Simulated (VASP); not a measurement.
# Cu: single point with PBE

The system is Cu.

```
Cu
1.0
     0.00000    1.64931    1.64931
     1.64931    0.00000    1.64931
     1.64931    1.64931    0.00000
Cu
1
Direct
  0.00000 0.00000 0.00000
```

This cell differs from its parent crystal: volume scaled by 0.75.

```
Program                : VASP 6.6.1
Task                   : single point
Functional             : PBE
Potentials or basis    : VASP PAW PBE potentials, release 64 (Cu)
Cutoff                 : 520 eV
k mesh                 : 18 × 18 × 18
Occupations            : fermi-dirac, width 0.05 eV
Spin                   : no spin polarisation
Dipole correction      : no
Further INCAR settings : ALGO = Normal; EDIFF = 1e-06; NBANDS = 12
```

```json
{
 "Pressure": "83.3 GPa"
}
```

Levels at points of the mesh, in eV from the Fermi level:
```csv
k point,band 3,band 4,band 5,band 6,band 7,band 8,band 9,band 10
"(0.00, 0.00, 0.00)",-4.07,-4.07,-2.81,-2.81,24.68,29.58,29.58,29.58
"(0.50, 0.00, 0.00)",-4.13,-1.95,-1.95,-1.90,5.36,23.05,26.66,26.66
"(0.50, 0.50, 0.00)",-1.97,-1.73,-1.73,1.28,9.23,15.36,15.36,20.67
```

Run time: 12 s on 1 thread of AMD EPYC 9R45 96-Core Processor (Zen 5) (shared host), peak memory 0.1 GiB.
